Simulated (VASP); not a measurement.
# Sn7SbC7 (a cell with a defect) in VASP: single point with PBEsol

Aim: the single point of Sn7SbC7 (a cell with a defect) with PBEsol.

Everything below comes from runs of VASP 6.6.1. Logs are shortened: lines on timing, memory, paths and dates and some standing lists are left out, and cuts for length are marked.

### Step 1. The cell of the first run

The cell holds a defect, 15 atoms: a = 7.119 Å, b = 7.119 Å, c = 7.119 Å, α = 60.00°, β = 60.00°, γ = 60.00°.

### Step 2. Single point, PBEsol

Input file INCAR:

```
SYSTEM = Sn7SbC7
PREC = Accurate
ENCUT = 520
EDIFF = 1E-6
ISMEAR = -1
SIGMA = 0.05
LREAL = Auto
LASPH = .TRUE.
NELM = 80
ALGO = Normal
ISIF = 2
LWAVE = .FALSE.
LCHARG = .FALSE.
GGA = PS
NELECT = 132.0
NBANDS = 78
```

Input file KPOINTS:

```
Automatic mesh
0
Gamma
  2 2 2
  0.5 0.5 0.5
```

Input file POSCAR:

```
Sn7SbC7
1.0
    0.0000000000      5.0339800000      5.0339800000
    5.0339800000      0.0000000000      5.0339800000
    5.0339800000      5.0339800000      0.0000000000
Sn C Sb
7 7 1
Direct
    0.9926460000      0.0024520000      0.0031620000
    0.9972400000      0.0030180000      0.4984890000
    0.5011390000      0.4967370000      0.0028940000
    0.9991360000      0.5112940000      0.9920590000
    0.4999840000      0.9951770000      0.5017500000
    0.5027390000      0.9971170000      0.9981250000
    0.0018520000      0.4988520000      0.5031970000
    0.1265190000      0.1297110000      0.1244940000
    0.1216400000      0.1320840000      0.6260840000
    0.6202610000      0.6311430000      0.1236900000
    0.1338920000      0.6195550000      0.1234910000
    0.6236760000      0.1248590000      0.6289540000
    0.6276500000      0.1237040000      0.1248280000
    0.1215170000      0.6253220000      0.6248310000
    0.6256120000      0.6254540000      0.6221420000
```

Potentials or basis: VASP PAW PBE potentials, release 64 (Sn_d, C, Sb).

The run is started by

```bash
$ cat potpaw_PBE.64/Sn_d/POTCAR potpaw_PBE.64/C/POTCAR potpaw_PBE.64/Sb/POTCAR > POTCAR
$ mpirun -np 1 vasp_std > vasp.out
```

OUTCAR:

```text
SYSTEM = Sn7SbC7
   PREC = Accurate
   ENCUT = 520
   EDIFF = 1E-6
   ISMEAR = -1
   LREAL = Auto
   LASPH = .TRUE.
   NELM = 80
   ISIF = 2
   GGA = PS
   NELECT = 132.0

 ion  position               nearest neighbor table
   1  0.993  0.002  0.003-  13 2.12   9 2.19   8 2.22  11 2.23   3 3.51   4 3.51   6 3.53   5 3.53
                             2 3.54   7 3.55   7 3.57   2 3.57   5 3.59   6 3.59   4 3.61   3 3.61
   2  0.997  0.003  0.498-  12 2.17   8 2.17  14 2.20   9 2.22   4 3.51   6 3.54   1 3.54   7 3.56
                             5 3.56   5 3.56   7 3.56   1 3.57   6 3.58   4 3.61
   3  0.501  0.497  0.003-  11 2.13  13 2.17  10 2.18  15 2.21   1 3.51   6 3.55   5 3.56   7 3.56
                             4 3.56   7 3.56   5 3.56   4 3.56   6 3.57   1 3.61
   4  0.999  0.511  0.992-  14 2.14  11 2.18  10 2.20   8 2.22   6 3.50   2 3.51   1 3.51   7 3.52
                             3 3.56   3 3.56   7 3.60   1 3.61   2 3.61   6 3.62
   5  0.500  0.995  0.502-  15 2.15  13 2.19   9 2.20  12 2.21   1 3.53   6 3.55   7 3.55   2 3.56
                             3 3.56   3 3.56   2 3.56   7 3.57   6 3.57   1 3.59
   6  0.503  0.997  0.998-  10 2.13  12 2.15   8 2.19  13 2.20   4 3.50   1 3.53   2 3.54   5 3.55
                             3 3.55   3 3.57   5 3.57   2 3.58   1 3.59   4 3.62
   7  0.002  0.499  0.503-   9 2.13  14 2.14  15 2.19  11 2.21   4 3.52   1 3.55   5 3.55   2 3.56
                             3 3.56   3 3.56   2 3.56   5 3.57   1 3.57   4 3.60
   8  0.127  0.130  0.124-   2 2.17   6 2.19   4 2.22   1 2.22
   9  0.122  0.132  0.626-   7 2.13   1 2.19   5 2.20   2 2.22
  10  0.620  0.631  0.124-   6 2.13   3 2.18   4 2.20
  11  0.134  0.620  0.123-   3 2.13   4 2.18   7 2.21   1 2.23
  12  0.624  0.125  0.629-   6 2.15   2 2.17   5 2.21
  13  0.628  0.124  0.125-   1 2.12   3 2.17   5 2.19   6 2.20
  14  0.122  0.625  0.625-   4 2.14   7 2.14   2 2.20
  15  0.626  0.625  0.622-   5 2.15   7 2.19   3 2.21

  LATTYP: Found a face centered cubic cell.
 ALAT       =    10.0679600000

  Lattice vectors:

 A1 = (   0.0000000000,   5.0339800000,   5.0339800000)
 A2 = (   5.0339800000,   0.0000000000,   5.0339800000)
 A3 = (   5.0339800000,   5.0339800000,   0.0000000000)

Analysis of symmetry for initial positions (statically):
=====================================================================
 Subroutine PRICEL returns:
 Original cell was already a primitive cell.

 Routine SETGRP: Setting up the symmetry group for a
 face centered cubic supercell.

 Subroutine GETGRP returns: Found  1 space group operations
 (whereof  1 operations were pure point group operations)
 out of a pool of 48 trial point group operations.

The static configuration has the point symmetry C_1 .
[... 149 lines left out ...]
     AMIX     =   0.40;   BMIX     =  1.00
     AMIX_MAG =   1.60;   BMIX_MAG =  1.00
  volume/ion in A,a.u.               =      17.01       114.78
  Fermi-wavevector in a.u.,A,eV,Ry     =   1.314250  2.483572 23.500705  1.727253
  Thomas-Fermi vector in A             =   2.444516
   LORBIT       =      0    0 simple, 1 ext, 2 COOP (PROOUT), +10 PAW based schemes
   GGA     = PS    functional components
   LHFCALC =     F    Hartree Fock is set to
   AEXX    =    0.0000 exact exchange contribution
   IVDW    =     0    specifies the selected vdW correction
   LEPSILON=     F    determine dielectric tensor
   LRPA    =     F    only Hartree local field effects (RPA)
 non-spin polarized calculation
  energy-cutoff  :      520.00
  volume of cell :      255.13
 maximum number of plane-waves:      6866
 NGX is ok and might be reduce to    54
   NGX = 27   NGY = 27   NGZ = 27

 number of electron     132.0000005 magnetization

 Free energy of the ion-electron system (eV)
  ---------------------------------------------------
  ext. energy  EPLUGINS =         0.00000000
  ---------------------------------------------------
  free energy    TOTEN  =       -69.32225709 eV

  energy without entropy =      -69.27066097  energy(sigma->0) =      -69.29645903

 E-fermi :   8.3246     XC(G=0): -10.8594

 val. band max:        8.1053338242   @ k =   0.0000   0.2500   0.5000
 cond. band min:       8.3269209198   @ k =   0.5000  -0.2500   0.5000
 fundamental gap:      0.2215870956
 Fermi energy:         8.3245984968

 k-point     1 :       0.2500    0.2500    0.2500
  band No.  band energies     occupation
      1     -14.7328      2.00000
      2     -14.4365      2.00000
      3     -14.3803      2.00000
      4     -14.2835      2.00000
      5     -14.2659      2.00000
      6     -14.2017      2.00000
[... 1285 lines left out ...]
     77      12.4808      0.00000
     78      12.8015      0.00000

------------------------ aborting loop because EDIFF is reached ----------------------------------------

  FORCE on cell =-STRESS in cart. coord.  units (eV):
  Direction    XX          YY          ZZ          XY          YZ          ZX
  --------------------------------------------------------------------------------------
  -------------------------------------------------------------------------------------
  Total       38.8650000     40.2799693     39.5212297    -12.5563380    -10.5771199     -8.6632137
  in kB      244.0646051    252.9503358    248.1855995    -78.8513490    -66.4222463    -54.4032888
  external PRESSURE =     248.4001801 kB  Pullay stress =       0.0000000 kB

 VOLUME and BASIS-vectors are now :
 -----------------------------------------------------------------------------
  energy-cutoff  :      520.00
  volume of cell :      255.13
      direct lattice vectors                 reciprocal lattice vectors
     0.000000000  5.033980000  5.033980000    -0.099324987  0.099324987  0.099324987
     5.033980000  0.000000000  5.033980000     0.099324987 -0.099324987  0.099324987
     5.033980000  5.033980000  0.000000000     0.099324987  0.099324987 -0.099324987

 POSITION                                       TOTAL-FORCE (eV/Angst)
 -----------------------------------------------------------------------------------
      0.02826      5.01288      5.00930        -0.329128      0.985857      0.805608
      2.52458      7.52947      5.03528        -0.069082      0.036471     -0.357074
      2.51513      2.53729      5.02329         6.765475      6.964481     -5.962271
      7.56785     10.02364      7.60347        -0.174962      0.007775     -0.812295
      7.53550      5.04271      7.52661         8.984597     -8.006954      8.540884
     10.04401      7.55532      7.55025         0.081929     -0.415689     -0.138589
      5.04429      2.54241      2.52053        -6.981958      7.106801      7.673187
      1.27966      1.26359      1.28986        -0.014418     -0.319805     -0.062694
      3.81660      3.76403      1.27724        -0.632707      0.274287     -0.370729
      3.79981      3.74503      6.29954        -0.419747      0.450785      0.116197
      3.74048      1.29566      3.79284         0.654885     -0.411485     -0.244761
      3.79468      6.30571      3.76811        -0.346134     -0.139711      0.016795
      1.25111      3.78796      3.78230         0.342187     -0.246671     -0.540873
      6.29325      3.75710      3.75957         0.345819     -0.104791      0.543942
      6.28037      6.28117      6.29784        -8.206755     -6.181351     -9.207327
 -----------------------------------------------------------------------------------
    total drift:                               -0.016966     -0.026933      0.003883

  FREE ENERGIE OF THE ION-ELECTRON SYSTEM (eV)
  ---------------------------------------------------
  free  energy   TOTEN  =       -69.3222570935 eV

  energy  without entropy=      -69.2706609691  energy(sigma->0) =      -69.29645903
```

OSZICAR:

```text
N       E                     dE             d eps       ncg     rms          rms(c)
DAV:   1     0.178206824874E+04    0.17821E+04   -0.58920E+04  2676   0.249E+03
DAV:   2     0.304564001805E+03   -0.14775E+04   -0.14402E+04  2496   0.751E+02
DAV:   3    -0.428175970667E+02   -0.34738E+03   -0.33373E+03  2736   0.264E+02
DAV:   4    -0.800031098301E+02   -0.37186E+02   -0.36448E+02  3024   0.867E+01
DAV:   5    -0.815103196549E+02   -0.15072E+01   -0.14986E+01  3192   0.170E+01    0.199E+01
DAV:   6    -0.695000283484E+02    0.12010E+02   -0.61311E+01  3328   0.308E+01    0.111E+01
DAV:   7    -0.694975978132E+02    0.24305E-02   -0.70300E+00  2772   0.920E+00    0.479E+00
DAV:   8    -0.693638432758E+02    0.13375E+00   -0.93838E-01  3512   0.378E+00    0.216E+00
DAV:   9    -0.693310841274E+02    0.32759E-01   -0.19310E-01  3656   0.170E+00    0.107E+00
DAV:  10    -0.693238853369E+02    0.71988E-02   -0.64642E-02  3688   0.116E+00    0.650E-01
DAV:  11    -0.693223709257E+02    0.15144E-02   -0.16042E-02  3704   0.590E-01    0.362E-01
DAV:  12    -0.693223498385E+02    0.21087E-04   -0.39464E-03  2872   0.244E-01    0.198E-01
DAV:  13    -0.693222156222E+02    0.13422E-03   -0.12414E-03  3520   0.131E-01    0.614E-02
DAV:  14    -0.693222563207E+02   -0.40699E-04   -0.35975E-04  3408   0.832E-02    0.303E-02
DAV:  15    -0.693222625506E+02   -0.62299E-05   -0.45266E-05  3008   0.289E-02    0.295E-02
DAV:  16    -0.693222588825E+02    0.36681E-05   -0.12935E-05  2592   0.170E-02    0.195E-02
DAV:  17    -0.693222571910E+02    0.16915E-05   -0.84304E-06  2552   0.128E-02    0.406E-03
DAV:  18    -0.693222570935E+02    0.97461E-07   -0.13260E-06  1720   0.643E-03
   1 F= -.69322257E+02 E0= -.69296459E+02  d E =-.515961E-01
```

stdout:

```text
POSCAR found type information on POSCAR SnC Sb
 POSCAR found :  3 types and      15 ions
 scaLAPACK will be used
 -----------------------------------------------------------------------------
|                                                                             |
|                                                                             |
|     You enforced a specific xc type in the INCAR file but a different       |
|     I HOPE YOU KNOW WHAT YOU ARE DOING!                                     |
|                                                                             |
 -----------------------------------------------------------------------------

 LDA part: xc-table for (Slater+PW92), standard interpolation
 POSCAR, INCAR and KPOINTS ok, starting setup
 FFT: planning ... GRIDC
 FFT: planning ... GRID_SOFT
 FFT: planning ... GRID
 WAVECAR not read
 entering main loop
 the old and the new charge density differ
 old charge density:   131.00000 new  132.00000
    0.199E+01
```

It took 22 min on 1 thread of Intel Xeon 8259CL, shared host; peak memory 0.5 GiB.

What came out:

| Item | Value |
| --- | --- |
| Free energy | -69.3223 eV |
| Largest force | 14.757 eV/Å |

Forces on the atoms (eV/Å):
```
Sn  -0.329  0.986  0.806
Sn  -0.069  0.036 -0.357
Sn   6.765  6.964 -5.962
Sn  -0.175  0.008 -0.812
Sn   8.985 -8.007  8.541
Sn   0.082 -0.416 -0.139
Sn  -6.982  7.107  7.673
C   -0.014 -0.320 -0.063
C   -0.633  0.274 -0.371
C   -0.420  0.451  0.116
C    0.655 -0.411 -0.245
C   -0.346 -0.140  0.017
C    0.342 -0.247 -0.541
C    0.346 -0.105  0.544
Sb  -8.207 -6.181 -9.207
```

Caveat: the k points lie up to 0.54 Å⁻¹ apart; the cell carries a net charge on a neutralising background, which shifts energy and pressure; the cell is charged against a uniform background, so pressure and absolute levels hang on convention; the PAW data sets were made with another functional, which shifts forces and pressure a little; spin-orbit coupling is left out, which moves the levels of the heavy elements.
